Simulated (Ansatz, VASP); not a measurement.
AlN: VASP beside Ansatz

The input POSCAR:

```
AlN
1.0
    3.1110021516      0.0000000000      0.0000000000
   -1.5555010758      2.6942068945      0.0000000000
    0.0000000000      0.0000000000      4.9780000000
Al N
2 2
Direct
    0.3500358368      0.7000716736      0.0000000000
    0.6499641632      0.2999283264      0.5000000000
    0.3186991471      0.6373982942      0.3850000000
    0.6813008529      0.3626017058      0.8850000000
```

INCAR.step1

```
  PREC = Accurate
  ENCUT = 520
  ISMEAR = 0
  SIGMA = 0.05
  LREAL = False
  LASPH = True
  NELM = 60
  NBANDS = 16
  GGA = PE
  ALGO = Normal
  EDIFF = 1E-4
  LWAVE = True
  LCHARG = False
```

Contents of INCAR.step2:

```
  PREC = Accurate
  ENCUT = 520
  EDIFF = 1E-6
  ISMEAR = 0
  SIGMA = 0.05
  LREAL = False
  LASPH = True
  NELM = 60
  ALGO = Normal
  ISIF = 2
  LWAVE = False
  LCHARG = True
  METAGGA = R2SCAN
  LMIXTAU = True
  LELF = True
  LVHAR = True
  NBANDS = 16
  ISTART = 1
```

KPOINTS

```
Automatic mesh
0
Gamma
  12 12 6
```

Input for Ansatz:

```yaml
crystal:
  lattice:
    - [3.1110021516, 0.0, 0.0]
    - [-1.5555010758, 2.6942068945, 0.0]
    - [0.0, 0.0, 4.978]
  atoms:
    - { symbol: Al, position: [0.3500358368, 0.7000716736, 0.0] }
    - { symbol: Al, position: [0.6499641632, 0.2999283264, 0.5] }
    - { symbol: "N", position: [0.3186991471, 0.6373982942, 0.385] }
    - { symbol: "N", position: [0.6813008529, 0.3626017058, 0.885] }
basis:
  ecutwfc: 500
kpoints:
  mp_grid: { grid: [12, 12, 6] }
hamiltonian:
  xc: r2scan
scf:
  occupations: { method: gaussian, width: 0.05 }
output:
  forces: true
  stress: true
  eigenvalues: true
```

Change from the starting cell: mode 4 (252.6 1/cm) frozen in, largest displacement +0.090 Å.

Alike in both runs: task single point; functional r2SCAN; k mesh 12 × 12 × 6; occupations gaussian, width 0.05 eV; no spin polarisation.

|  | VASP | Ansatz |
| --- | --- | --- |
| version | VASP 6.6.1 | Ansatz 0.2.0 |
| potentials or method | VASP PAW PBE potentials, release 64 (Al, N), cutoff 520 eV | scalar-relativistic, plane waves, PAW |
| valence electrons in the cell | 16 | 16 |

|  | VASP | Ansatz | Ansatz less VASP |
| --- | --- | --- | --- |
| gap on the k mesh at the Fermi level (eV) | 4.74 | 4.70 | -0.039 |
| least direct gap on the mesh (eV) | 4.74 | 4.70 | -0.039 |
| pressure (GPa) | -1.2 | -0.8 | +0.40 |
| traceless stress, the component that is largest in VASP (GPa) | 1.04 | 1.03 | -0.011 |
| rms of the force components (eV/Å) | 0.303 | 0.301 | -0.0020 |

VASP's potentials were made for PBE, not for r2SCAN. Atom by atom the forces differ by 0.002 eV/Å (rms over components).
